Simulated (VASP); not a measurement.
**Lu: density of states with PBEsol**

Crystal: Lu.

```
Lu
1.0
     3.50310    0.00000    0.00000
    -1.75155    3.03377    0.00000
     0.00000    0.00000    5.55090
Lu
2
Direct
  0.66667 0.33333 0.75000
  0.33333 0.66667 0.25000
```

```json
{"Program": "VASP 6.6.1", "Task": "density of states", "Functional": "PBEsol", "Potentials or basis": "VASP PAW PBE potentials, release 64 (Lu)", "Cutoff": "520 eV", "k mesh": "5 × 5 × 3", "Occupations": "fermi-dirac, width 0.05 eV", "Spin": "no spin polarisation", "Dipole correction": "no", "k mesh for the DOS": "8 × 8 × 5", "Occupations for the DOS": "tetrahedron", "Further INCAR settings": "ALGO = Normal; EDIFF = 1e-06"}
```

| Property | Result |
| --- | --- |
| Valence electrons inside the program's atomic spheres | Lu 23.13 |

Levels at points of the mesh, in eV from the Fermi level:
| k point | band 23 | band 24 | band 25 | band 26 | band 27 | band 28 |
| --- | --- | --- | --- | --- | --- | --- |
| (0.00, 0.00, 0.00) | -4.83 | -2.41 | 0.56 | 2.20 | 2.20 | 2.47 |
| (0.50, 0.00, 0.00) | -2.30 | -1.36 | -0.82 | -0.30 | 1.53 | 1.91 |

Run time: 33 s on 1 thread of Intel(R) Xeon(R) 6975P-C (Granite Rapids) (shared host), peak memory 0.19 GiB.

Caveat: the k points lie up to 0.41 Å⁻¹ apart; spin-orbit coupling is left out, which moves the levels of the heavy elements.
